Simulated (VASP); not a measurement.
# Tl (P6_3/mmc) in VASP: further runs

Tl is run at these levels: LDA; tasks: single point, relaxation of cell and atoms.

All numbers are computed with VASP 6.6.1; they aren't measurements. Logs are shortened: lines on timing, memory, paths and dates and some standing lists are left out, and cuts for length are marked.

## 1. The cell of the first run

The structure is hexagonal, space group P6_3/mmc (No. 194). The conventional cell has a = 3.440 Å, b = 3.440 Å, c = 5.312 Å, α = 90.00°, β = 90.00°, γ = 120.00°. Tl (site symmetry -6m2) has 12 Tl at 3.32 to 3.44 Å within 4.4 Å.

## 2. Single point, LDA

INCAR reads:

```
SYSTEM = Tl
PREC = Accurate ; ENCUT = 520
EDIFF = 1E-7 ; ISMEAR = 0
SIGMA = 0.05 ; LREAL = .FALSE.
LASPH = .TRUE. ; NELM = 60
ALGO = Normal ; ISIF = 2
LWAVE = .FALSE. ; LCHARG = .FALSE.
GGA = CA ; NBANDS = 20
```

KPOINTS reads:

```
regular mesh
0
G
  6 6 3
  0 0 0
```

POSCAR reads:

```
Tl
1.0
    3.4400332084      0.0000000000      0.0000000000
   -1.7200166042      2.9791561483      0.0000000000
    0.0000000000      0.0000000000      5.3118372747
Tl
2
Direct
    0.3333333333      0.6666666667      0.2500000000
    0.6666666667      0.3333333333      0.7500000000
```

Potentials or basis: VASP PAW LDA potentials, release 64 (Tl_d).

Started as:

```sh
$ cat potpaw_LDA.64/Tl_d/POTCAR > POTCAR
$ mpirun -np 1 vasp_std > vasp.out
```

OUTCAR:

```text
SYSTEM = Tl
   PREC = Accurate
   ENCUT = 520
   EDIFF = 1E-7
   ISMEAR = 0
   LREAL = .FALSE.
   LASPH = .TRUE.
   NELM = 60
   ISIF = 2
   GGA = CA

 ion  position               nearest neighbor table
   1  0.333  0.667  0.250-   2 3.32   2 3.32   2 3.32   2 3.32   2 3.32   2 3.32
   2  0.667  0.333  0.750-   1 3.32   1 3.32   1 3.32   1 3.32   1 3.32   1 3.32

  LATTYP: Found a hexagonal cell.
 ALAT       =     3.4400332084
 C/A-ratio  =     1.5441238363

  Lattice vectors:

 A1 = (   3.4400332084,   0.0000000000,   0.0000000000)
 A2 = (  -1.7200166042,   2.9791561483,   0.0000000000)
 A3 = (   0.0000000000,   0.0000000000,   5.3118372747)

Analysis of symmetry for initial positions (statically):
=====================================================================
 Subroutine PRICEL returns:
 Original cell was already a primitive cell.

 Routine SETGRP: Setting up the symmetry group for a
 hexagonal supercell.

 Subroutine GETGRP returns: Found 24 space group operations
 (whereof 12 operations were pure point group operations)
 out of a pool of 24 trial point group operations.

The static configuration has the point symmetry D_3d.
 The point group associated with its full space group is D_6h.

Analysis of symmetry for dynamics (positions and initial velocities):
=====================================================================
 Subroutine PRICEL returns:
 Original cell was already a primitive cell.

 Routine SETGRP: Setting up the symmetry group for a
 hexagonal supercell.

 Subroutine GETGRP returns: Found 24 space group operations
 (whereof 12 operations were pure point group operations)
 out of a pool of 24 trial point group operations.

The dynamic configuration has the point symmetry D_3d.
 The point group associated with its full space group is D_6h.

 Subroutine INISYM returns: Found 24 space group operations
 (whereof 12 operations are pure point group operations),
 and found     1 'primitive' translations

----------------------------------------------------------------------------------------

                                     Primitive cell

  volume of cell :      54.4378

  direct lattice vectors                    reciprocal lattice vectors
     3.440033208  0.000000000  0.000000000     0.290694868  0.167832760  0.000000000
    -1.720016604  2.979156148  0.000000000     0.000000000  0.335665521  0.000000000
     0.000000000  0.000000000  5.311837275     0.000000000  0.000000000  0.188258779
[... 70 lines left out ...]
   LASPH  =      T    aspherical Exc in radial PAW
   ENCUT  =  520.0 eV  38.22 Ry    6.18 a.u.   6.40  6.40  9.88*2*pi/ulx,y,z
   NELM   =     60;   NELMIN=  2; NELMDL= -5     # of ELM steps
   EDIFF  = 0.1E-06   stopping-criterion for ELM
   LREAL  =      F    real-space projection
   EDIFFG = 0.1E-05   stopping-criterion for IOM
   NSW    =      0    number of steps for IOM
   IBRION =     -1    ionic relax: 0-MD 1-quasi-New 2-CG
   NFREE  =      0    steps in history (QN), initial steepest desc. (CG)
   ISIF   =      2    stress and relaxation
   ISYM   =      2    0-nonsym 1-usesym 2-fastsym
   POTIM  = 0.5000    time-step for ionic-motion
   TEBEG  =    0.0;   TEEND  =   0.0 temperature during run
   PSTRESS=    0.0 pullay stress
   NELECT =      26.0000    total number of electrons
   NUPDOWN=      -1.0000    fix difference up-down
   EMIN   =  10.00;   EMAX   =-10.00  energy-range for DOS
   EFERMI =   0.00;   METHOD = LEGACY
   ISMEAR =     0;   SIGMA  =   0.05  broadening in eV -4-tet -1-fermi 0-gaus
   EFERMI_NEDOS =   21; number of points for ismear=-14 and -15
   IALGO  =     38    algorithm
   IMIX   =      4    mixing-type and parameters
     AMIX     =   0.40;   BMIX     =  1.00
     AMIX_MAG =   1.60;   BMIX_MAG =  1.00
  volume/ion in A,a.u.               =      27.22       183.68
  Fermi-wavevector in a.u.,A,eV,Ry     =   1.279673  2.418232 22.280402  1.637563
  Thomas-Fermi vector in A             =   2.412145
   LORBIT       =      0    0 simple, 1 ext, 2 COOP (PROOUT), +10 PAW based schemes
   GGA     = CA    functional components
   LHFCALC =     F    Hartree Fock is set to
   AEXX    =    0.0000 exact exchange contribution
   IVDW    =     0    specifies the selected vdW correction
   LEPSILON=     F    determine dielectric tensor
   LRPA    =     F    only Hartree local field effects (RPA)
 non-spin polarized calculation
 Gauss-broadening in eV      SIGMA  =   0.05
  energy-cutoff  :      520.00
  volume of cell :       54.44
 maximum number of plane-waves:      1486
 NGX is ok and might be reduce to    28
   NGX = 13   NGY = 13   NGZ = 19

 number of electron      26.0000009 magnetization

 Free energy of the ion-electron system (eV)
  ---------------------------------------------------
  ext. energy  EPLUGINS =         0.00000000
  ---------------------------------------------------
  free energy    TOTEN  =        -5.83568854 eV

  energy without entropy =       -5.83066315  energy(sigma->0) =       -5.83317585

 E-fermi :   6.6964     XC(G=0): -10.7509

 val. band max:        6.5953580544   @ k =   0.3333  -0.0000   0.0000
 cond. band min:       6.7201964329   @ k =   0.3333   0.1667   0.3333
 fundamental gap:      0.1248383785
 Fermi energy:         6.6964088477

 k-point     1 :       0.0000    0.0000    0.0000
  band No.  band energies     occupation
      1      -5.0621      2.00000
      2      -4.7431      2.00000
      3      -4.7431      2.00000
      4      -4.7393      2.00000
      5      -4.6731      2.00000
      6      -4.6731      2.00000
[... 311 lines left out ...]
     19      16.2278      0.00000
     20      20.8026      0.00000

------------------------ aborting loop because EDIFF is reached ----------------------------------------

  FORCE on cell =-STRESS in cart. coord.  units (eV):
  Direction    XX          YY          ZZ          XY          YZ          ZX
  --------------------------------------------------------------------------------------
  -------------------------------------------------------------------------------------
  Total        0.0164932      0.0164932      0.0379527      0.0000000      0.0000000     -0.0000000
  in kB        0.4854182      0.4854182      1.1169990      0.0000000      0.0000000     -0.0000000
  external PRESSURE =       0.6959451 kB  Pullay stress =       0.0000000 kB

 VOLUME and BASIS-vectors are now :
 -----------------------------------------------------------------------------
  energy-cutoff  :      520.00
  volume of cell :       54.44
      direct lattice vectors                 reciprocal lattice vectors
     3.440033208  0.000000000  0.000000000     0.290694868  0.167832760  0.000000000
    -1.720016604  2.979156148  0.000000000     0.000000000  0.335665521  0.000000000
     0.000000000  0.000000000  5.311837275     0.000000000  0.000000000  0.188258779

 POSITION                                       TOTAL-FORCE (eV/Angst)
 -----------------------------------------------------------------------------------
     -0.00000      1.98610      1.32796        -0.000000      0.000000      0.000000
      1.72002      0.99305      3.98388         0.000000     -0.000000     -0.000000
 -----------------------------------------------------------------------------------
    total drift:                               -0.000000      0.000000      0.000000

  FREE ENERGIE OF THE ION-ELECTRON SYSTEM (eV)
  ---------------------------------------------------
  free  energy   TOTEN  =        -5.8356885428 eV

  energy  without entropy=       -5.8306631492  energy(sigma->0) =       -5.83317585
```

OSZICAR:

```text
N       E                     dE             d eps       ncg     rms          rms(c)
DAV:   1     0.130853324682E+03    0.13085E+03   -0.14557E+04   560   0.125E+03
DAV:   2    -0.331564149238E+01   -0.13417E+03   -0.13181E+03   604   0.277E+02
DAV:   3    -0.589552785989E+01   -0.25799E+01   -0.25736E+01   640   0.341E+01
DAV:   4    -0.591028189890E+01   -0.14754E-01   -0.14753E-01   596   0.283E+00
DAV:   5    -0.591047461789E+01   -0.19272E-03   -0.19272E-03   628   0.322E-01    0.387E+00
DAV:   6    -0.584874876904E+01    0.61726E-01   -0.10007E-01   596   0.250E+00    0.266E+00
DAV:   7    -0.583693342566E+01    0.11815E-01   -0.44944E-02   604   0.164E+00    0.769E-01
DAV:   8    -0.583568565732E+01    0.12478E-02   -0.45930E-03   592   0.530E-01    0.419E-02
DAV:   9    -0.583568907298E+01   -0.34157E-05   -0.23190E-05   620   0.402E-02    0.748E-03
DAV:  10    -0.583568857675E+01    0.49623E-06   -0.13564E-06   596   0.936E-03    0.199E-03
DAV:  11    -0.583568854282E+01    0.33928E-07   -0.37751E-07   600   0.473E-03
   1 F= -.58356885E+01 E0= -.58331758E+01  d E =-.502539E-02
```

Run time: 7.3 s. Hardware: 1 thread of AMD EPYC 9R45 (Zen 5), shared host; peak memory 0.12 GiB.

What came out:

```yaml
Free_energy: -5.8357 eV
Pressure: 0.1 GPa
Band_gap_on_the_k_mesh: zero (band 13 reaches 8.33 eV, above the bottom of band 14 at 5.45 eV)
```

Levels at points of the mesh, in eV from the Fermi level:
| k point | band 10 | band 11 | band 12 | band 13 | band 14 | band 15 | band 16 | band 17 |
| --- | --- | --- | --- | --- | --- | --- | --- | --- |
| (0.00, 0.00, 0.00) | -10.93 | -10.29 | -4.61 | -2.81 | 7.94 | 7.94 | 10.24 | 10.24 |
| (0.50, 0.00, 0.00) | -10.85 | -5.87 | -4.77 | -0.31 | 0.88 | 1.48 | 3.75 | 4.14 |

Caveat: the k points lie up to 0.39 Å⁻¹ apart; spin-orbit coupling is left out, which moves the levels of the heavy elements.

[end of part 1 of 2]
